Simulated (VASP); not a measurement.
# BeS4 in VASP: notebook, part 2 of 2

VASP 6.6.1. Earlier steps stand in the parts before.

## (5) Relaxation of cell and atoms, PBE

Input file INCAR:

```
PREC = Accurate
ENCUT = 600
EDIFF = 1E-6
ISMEAR = 0
SIGMA = 0.1
LREAL = F
LASPH = T
NELM = 100
ALGO = Normal
ISIF = 3
LWAVE = F
LCHARG = F
GGA = PE
IBRION = 2
NSW = 90
EDIFFG = -0.04
```

Input file KPOINTS:

```
regular mesh
0
Gamma
  4 4 6
```

Input file POSCAR:

```
BeS4
1.0
    5.0438415768      0.0000000000      0.0000000000
    0.0000000000      5.0438415768      0.0000000000
    0.0000000000      0.0000000000      3.3672798384
Be S
1 4
Direct
    0.5000000000      0.5000000000      0.0000000000
    0.2516962582      0.2516962582      0.5000000000
    0.7483037418      0.7483037418      0.5000000000
    0.7483037418      0.2516962582      0.5000000000
    0.2516962582      0.7483037418      0.5000000000
```

Potentials or basis: VASP PAW PBE potentials, release 64 (Be, S).

The run is started by

```sh
$ cat potpaw_PBE.64/Be/POTCAR potpaw_PBE.64/S/POTCAR > POTCAR
$ mpirun -np 1 vasp_std > vasp.out
```

OUTCAR:

```text
PREC = Accurate
   ENCUT = 600
   EDIFF = 1E-6
   ISMEAR = 0
   LREAL = F
   LASPH = T
   NELM = 100
   ISIF = 3
   GGA = PE
   IBRION = 2
   NSW = 90
   EDIFFG = -0.04

 ion  position               nearest neighbor table
   1  0.500  0.500  0.000-   2 2.44   3 2.44   4 2.44   5 2.44   2 2.44   3 2.44   4 2.44   5 2.44

   2  0.252  0.252  0.500-   1 2.44   1 2.44   5 2.50   4 2.50   5 2.54   4 2.54
   3  0.748  0.748  0.500-   1 2.44   1 2.44   5 2.50   4 2.50   5 2.54   4 2.54
   4  0.748  0.252  0.500-   1 2.44   1 2.44   3 2.50   2 2.50   2 2.54   3 2.54
   5  0.252  0.748  0.500-   1 2.44   1 2.44   3 2.50   2 2.50   2 2.54   3 2.54

  LATTYP: Found a simple tetragonal cell.
 ALAT       =     5.0438415768
 C/A-ratio  =     0.6676022209

  Lattice vectors:

 A1 = (   5.0438415768,   0.0000000000,   0.0000000000)
 A2 = (   0.0000000000,   5.0438415768,   0.0000000000)
 A3 = (   0.0000000000,   0.0000000000,   3.3672798384)

Analysis of symmetry for initial positions (statically):
=====================================================================
 Subroutine PRICEL returns:
 Original cell was already a primitive cell.

 Routine SETGRP: Setting up the symmetry group for a
 simple tetragonal supercell.

 Subroutine GETGRP returns: Found 16 space group operations
 (whereof 16 operations were pure point group operations)
 out of a pool of 16 trial point group operations.

The static configuration has the point symmetry D_4h.

Analysis of symmetry for dynamics (positions and initial velocities):
=====================================================================
 Subroutine PRICEL returns:
 Original cell was already a primitive cell.

 Routine SETGRP: Setting up the symmetry group for a
 simple tetragonal supercell.

 Subroutine GETGRP returns: Found 16 space group operations
 (whereof 16 operations were pure point group operations)
 out of a pool of 16 trial point group operations.

The dynamic configuration has the point symmetry D_4h.

 Subroutine INISYM returns: Found 16 space group operations
 (whereof 16 operations are pure point group operations),
 and found     1 'primitive' translations

----------------------------------------------------------------------------------------

                                     Primitive cell

  volume of cell :      85.6647

  direct lattice vectors                    reciprocal lattice vectors
     5.043841577  0.000000000  0.000000000     0.198261580  0.000000000  0.000000000
     0.000000000  5.043841577  0.000000000     0.000000000  0.198261580  0.000000000
     0.000000000  0.000000000  3.367279838     0.000000000  0.000000000  0.296975615

  length of vectors
     5.043841577  5.043841577  3.367279838     0.198261580  0.198261580  0.296975615

  position of ions in fractional coordinates (direct lattice)
     0.500000000  0.500000000  0.000000000
     0.251696258  0.251696258  0.500000000
     0.748303742  0.748303742  0.500000000
     0.748303742  0.251696258  0.500000000
     0.251696258  0.748303742  0.500000000

  ion indices of the primitive-cell ions
   primitive index   ion index
                 1           1
                 2           2
                 3           3
                 4           4
                 5           5

[... 29 lines left out ...]
  0.250000  0.000000  0.000000      4.000000
  0.500000  0.000000  0.000000      2.000000
  0.250000  0.250000  0.000000      4.000000
  0.500000  0.250000  0.000000      4.000000
  0.500000  0.500000  0.000000      1.000000
[... 16 lines left out ...]
  0.500000  0.250000  0.500000      4.000000
  0.500000  0.500000  0.500000      1.000000
   k-points           NKPTS =     24   k-points in BZ     NKDIM =     24   number of bands    NBANDS=     17
   number of dos      NEDOS =    301   number of ions     NIONS =      5
   total plane-waves  NPLWV =  44800
   dimension x,y,z NGX =    40 NGY =   40 NGZ =   28
   dimension x,y,z NGXF=    80 NGYF=   80 NGZF=   56
   ions per type =               1   4
   NGX,Y,Z   is equivalent  to a cutoff of  13.18, 13.18, 13.82 a.u.
   NGXF,Y,Z  is equivalent  to a cutoff of  26.37, 26.37, 27.65 a.u.
 SYSTEM =  unknown system
   PREC   = accura    normal or accurate (medium, high low for compatibility)
   ISTART =      0    job   : 0-new  1-cont  2-samecut
   ICHARG =      2    charge: 1-file 2-atom 10-const
   ISPIN  =      1    spin polarized calculation?
   LNONCOLLINEAR =      F non collinear calculations
   LSORBIT =      F    spin-orbit coupling
   LASPH  =      T    aspherical Exc in radial PAW
   ENCUT  =  600.0 eV  44.10 Ry    6.64 a.u.  10.07 10.07  6.73*2*pi/ulx,y,z
   NELM   =    100;   NELMIN=  2; NELMDL= -5     # of ELM steps
   EDIFF  = 0.1E-05   stopping-criterion for ELM
   LREAL  =      F    real-space projection
   EDIFFG = -.4E-01   stopping-criterion for IOM
   NSW    =     90    number of steps for IOM
   IBRION =      2    ionic relax: 0-MD 1-quasi-New 2-CG
   NFREE  =      1    steps in history (QN), initial steepest desc. (CG)
   ISIF   =      3    stress and relaxation
   ISYM   =      2    0-nonsym 1-usesym 2-fastsym
   POTIM  = 0.5000    time-step for ionic-motion
   TEBEG  =    0.0;   TEEND  =   0.0 temperature during run
   PSTRESS=    0.0 pullay stress
   NELECT =      26.0000    total number of electrons
   NUPDOWN=      -1.0000    fix difference up-down
   EMIN   =  10.00;   EMAX   =-10.00  energy-range for DOS
   EFERMI =   0.00;   METHOD = LEGACY
   ISMEAR =     0;   SIGMA  =   0.10  broadening in eV -4-tet -1-fermi 0-gaus
   EFERMI_NEDOS =   21; number of points for ismear=-14 and -15
   IALGO  =     38    algorithm
   IMIX   =      4    mixing-type and parameters
     AMIX     =   0.40;   BMIX     =  1.00
     AMIX_MAG =   1.60;   BMIX_MAG =  1.00
  volume/ion in A,a.u.               =      17.13       115.62
  Fermi-wavevector in a.u.,A,eV,Ry     =   1.100184  2.079046 16.468552  1.210404
  Thomas-Fermi vector in A             =   2.236591
   LORBIT       =      0    0 simple, 1 ext, 2 COOP (PROOUT), +10 PAW based schemes
   GGA     = PE    functional components
   LHFCALC =     F    Hartree Fock is set to
   AEXX    =    0.0000 exact exchange contribution
   IVDW    =     0    specifies the selected vdW correction
   LEPSILON=     F    determine dielectric tensor
   LRPA    =     F    only Hartree local field effects (RPA)
 conjugate gradient relaxation of ions
 non-spin polarized calculation
 Gauss-broadening in eV      SIGMA  =   0.10
  energy-cutoff  :      600.00
  volume of cell :       85.66
 maximum number of plane-waves:      2908
   NGX = 21   NGY = 21   NGZ = 13

 number of electron      25.9999994 magnetization

 Free energy of the ion-electron system (eV)
  ---------------------------------------------------
  ext. energy  EPLUGINS =         0.00000000
  ---------------------------------------------------
  free energy    TOTEN  =       -18.83440797 eV

  energy without entropy =      -18.82110979  energy(sigma->0) =      -18.82775888

 E-fermi :   5.8421     XC(G=0):  -9.8735

 val. band max:        5.8358413173   @ k =   0.2500   0.2500   0.1667
 cond. band min:       5.8832732566   @ k =   0.2500   0.0000   0.1667
 fundamental gap:      0.0474319393
 Fermi energy:         5.8420838307

 k-point     1 :       0.0000    0.0000    0.0000
  band No.  band energies     occupation
      1     -10.7157      2.00000
      2      -7.4398      2.00000
      3      -7.4398      2.00000
      4      -3.9797      2.00000
      5      -2.6472      2.00000
      6      -1.7799      2.00000
[... 457 lines left out ...]
      4      -7.3110      2.00000
      5      -0.3079      2.00000
      6       0.8096      2.00000
[... 9 lines left out ...]
     16       4.4662      2.00000
     17      10.7530      0.00000

------------------------ aborting loop because EDIFF is reached ----------------------------------------

  FORCE on cell =-STRESS in cart. coord.  units (eV):
  Direction    XX          YY          ZZ          XY          YZ          ZX
  --------------------------------------------------------------------------------------
  -------------------------------------------------------------------------------------
  Total       -0.1777741     -0.1777741      0.1451784      0.0000000     -0.0000000      0.0000000
  in kB       -3.3248884     -3.3248884      2.7152549      0.0000000     -0.0000000      0.0000000
  external PRESSURE =      -1.3115073 kB  Pullay stress =       0.0000000 kB

 VOLUME and BASIS-vectors are now :
 -----------------------------------------------------------------------------
  energy-cutoff  :      600.00
  volume of cell :       85.66
      direct lattice vectors                 reciprocal lattice vectors
     5.043841577  0.000000000  0.000000000     0.198261580  0.000000000  0.000000000
     0.000000000  5.043841577  0.000000000     0.000000000  0.198261580  0.000000000
     0.000000000  0.000000000  3.367279838     0.000000000  0.000000000  0.296975615

 POSITION                                       TOTAL-FORCE (eV/Angst)
 -----------------------------------------------------------------------------------
      2.52192      2.52192      0.00000         0.000000      0.000000      0.000000
      1.26952      1.26952      1.68364         0.001457      0.001457     -0.000000
      3.77433      3.77433      1.68364        -0.001457     -0.001457      0.000000
      3.77433      1.26952      1.68364        -0.001457      0.001457      0.000000
      1.26952      3.77433      1.68364         0.001457     -0.001457     -0.000000
 -----------------------------------------------------------------------------------
    total drift:                                0.000000      0.000000     -0.000000

  FREE ENERGIE OF THE ION-ELECTRON SYSTEM (eV)
  ---------------------------------------------------
  free  energy   TOTEN  =       -18.8344079660 eV

  energy  without entropy=      -18.8211097873  energy(sigma->0) =      -18.82775888

 reached required accuracy - stopping structural energy minimisation
```

It took 53 s on 1 thread of Intel Xeon 8259CL, shared host; peak memory 0.21 GiB.

Results:

```
Free energy             : -18.8344 eV
Pressure after relaxing : -0.1 GPa
Band gap on the k mesh  : zero (bands 13 and 14 overlap by 4.04 eV)
```

Forces on the atoms (eV/Å):
```
Be   0.000  0.000  0.000
S    0.001  0.001  0.000
S   -0.001 -0.001  0.000
S   -0.001  0.001  0.000
S    0.001 -0.001  0.000
```

Final structure:
```
CELL_PARAMETERS angstrom
5.04384 0.00000 0.00000
0.00000 5.04384 0.00000
0.00000 0.00000 3.36728
ATOMIC_POSITIONS crystal
Be 0.50000 0.50000 0.00000
S 0.25170 0.25170 0.50000
S 0.74830 0.74830 0.50000
S 0.74830 0.25170 0.50000
S 0.25170 0.74830 0.50000
```

Caveat: the relaxation stopped at its first step, so nothing moved.

## (6) Relaxation of cell and atoms, PBE

Input file INCAR:

```
SYSTEM = BeS4
PREC = Accurate
ENCUT = 600
EDIFF = 1E-6
ISMEAR = 0
SIGMA = 0.1
LREAL = .False.
LASPH = .True.
NELM = 100
ALGO = Normal
ISIF = 3
LWAVE = .False.
LCHARG = .False.
GGA = PE
IBRION = 2
NSW = 100
EDIFFG = -0.01
```

Input file KPOINTS:

```
Automatic mesh
0
Gamma
  8 8 12
  0 0 0
```

POSCAR is that of step 5.

Potentials or basis: VASP PAW PBE potentials, release 64 (Be, S).

The run is started by

```sh
$ cat potpaw_PBE.64/Be/POTCAR potpaw_PBE.64/S/POTCAR > POTCAR
$ mpirun -np 1 vasp_std > vasp.out
```

Run time: 10 min. Hardware: 1 thread of Intel Xeon 8259CL, shared host; peak memory 0.31 GiB.

The run converged. Its results:

- Free energy: -18.8206 eV
- Relaxed volume: 17.11 Å³/atom
- Relaxed cell: a = 5.039 Å, b = 5.039 Å, c = 3.368 Å, α = 90.00°, β = 90.00°, γ = 90.00°
- Space group after relaxing (to 0.1 Å): P4/mmm (No. 123)
- Energy gained by relaxing: 0.9 meV/atom
- Ionic steps: 7
- Pressure after relaxing: 0.0 GPa
- Band gap on the k mesh: zero (bands 13 and 14 overlap by 4.06 eV)

The path:
```tsv
step	energy change (eV)	largest force (eV/Å)	pressure (GPa)	volume (Å³)
1	0.0000	0.1280	-0.53	85.66
2	-0.0029	0.0424	0.37	84.97
3	-0.0029	0.0550	0.24	85.07
4	-0.0038	0.0357	0.13	85.26
5	-0.0044	0.0054	-0.09	85.68
6	-0.0044	0.0027	-0.06	85.60
7	-0.0045	0.0011	-0.02	85.54
```

Final structure:
```
Be S
1.0
     5.03935    0.00000    0.00000
     0.00000    5.03935    0.00000
     0.00000    0.00000    3.36821
Be S
1 4
Cartesian
  2.5197 2.5197 0.0000
  1.2797 1.2797 1.6841
  3.7597 3.7597 1.6841
  3.7597 1.2797 1.6841
  1.2797 3.7597 1.6841
```

Levels at points of the mesh, in eV from the Fermi level:
| k point | band 11 | band 12 | band 13 | band 14 | band 15 | band 16 |
| --- | --- | --- | --- | --- | --- | --- |
| (0.00, 0.00, 0.00) | -1.01 | 1.09 | 1.75 | 2.22 | 2.22 | 3.01 |
| (0.50, 0.00, 0.00) | -1.43 | -0.76 | -0.38 | 0.13 | 2.69 | 2.75 |
| (0.50, 0.50, 0.00) | -1.83 | -1.83 | -1.78 | -1.41 | -1.41 | -0.94 |
| (0.00, 0.00, 0.50) | -4.44 | -1.24 | 1.02 | 2.73 | 2.73 | 2.88 |
| (0.50, 0.00, 0.50) | -2.74 | -2.48 | -0.90 | -0.37 | 2.50 | 2.98 |
| (0.50, 0.50, 0.50) | -2.68 | -2.68 | -1.88 | -1.35 | -1.35 | -1.25 |

## (7) The runs side by side

| task | cell | k mesh | cutoff (eV) | gap on the mesh (eV) | pressure (GPa) | largest force (eV/Å) |
| --- | --- | --- | --- | --- | --- | --- |
| single point | a = 5.044, b = 5.044, c = 3.367 Å, 5 atoms, atomic positions A | 4 × 4 × 4 | 520 | none | -0.1 | 0.01 |
| single point | a = 5.044, b = 5.044, c = 3.367 Å, 5 atoms, atomic positions A | 4 × 4 × 6 | 520 | none | -0.2 | - |
| single point | a = 5.040, b = 5.040, c = 3.368 Å, 5 atoms, atomic positions B | 8 × 8 × 12 | 520 | none | -0.1 | 0.02 |
| relaxation of cell and atoms | relaxed from a = 5.044, b = 5.044, c = 3.367 Å, 5 atoms, atomic positions A | 4 × 4 × 6 | 600 | none | -0.1 | - |
| relaxation of cell and atoms | relaxed from a = 5.044, b = 5.044, c = 3.367 Å, 5 atoms, atomic positions A | 8 × 8 × 12 | 600 | none | 0.0 | - |

Alike in all rows: level PBE; potentials or basis VASP PAW PBE potentials, release 64 (Be, S); no spin polarisation; smearing gaussian 0.1 eV.

Caveats: some runs use coarse meshes; the relaxation stopped at its first step, so nothing moved (at least some runs).

Total energies depend on the potentials used, so only differences within one code and one set of settings carry meaning.
